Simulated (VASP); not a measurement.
A run of VASP 6.6.1 is set up as follows.

The input INCAR:

```
SYSTEM = Ga2BAs3
PREC = Accurate
ENCUT = 520
EDIFF = 1E-6
ISMEAR = -1
SIGMA = 0.02
LREAL = .FALSE.
LASPH = .TRUE.
NELM = 80
ALGO = Normal
ISIF = 2
LWAVE = .FALSE.
LCHARG = .FALSE.
GGA = PE
NBANDS = 31
```

The input KPOINTS:

```
Automatic mesh
0
G
  12 12 4
  0 0 0
```

File POSCAR:

```
Ga2BAs3
1.0
    3.8089396349      0.0000000000      0.0000000000
   -1.9044698175      3.2986384853      0.0000000000
    0.0000000000      0.0000000000      9.4135273083
B Ga As
1 2 3
Direct
    0.0000000000      0.0000000000      0.0061213695
    0.6666666667      0.3333333333      0.6776312314
    0.3333333333      0.6666666667      0.3227224396
    0.6666666667      0.3333333333      0.9374376138
    0.3333333333      0.6666666667      0.5804118010
    0.0000000000      0.0000000000      0.2256755446
```

Potentials or basis: VASP PAW PBE potentials, release 64 (B, Ga_d, As).

The run is started by

```bash
$ cat potpaw_PBE.64/B/POTCAR potpaw_PBE.64/Ga_d/POTCAR potpaw_PBE.64/As/POTCAR > POTCAR
$ mpirun -np 1 vasp_std > vasp.out
```

(1) Estimate the band gap on the k mesh.

(2) Predict the pressure.

(3) What does it give for the largest force?

## Answers

(1) 0.11 eV, direct.

(2) 2.8 GPa.

(3) 0.181 eV/Å.
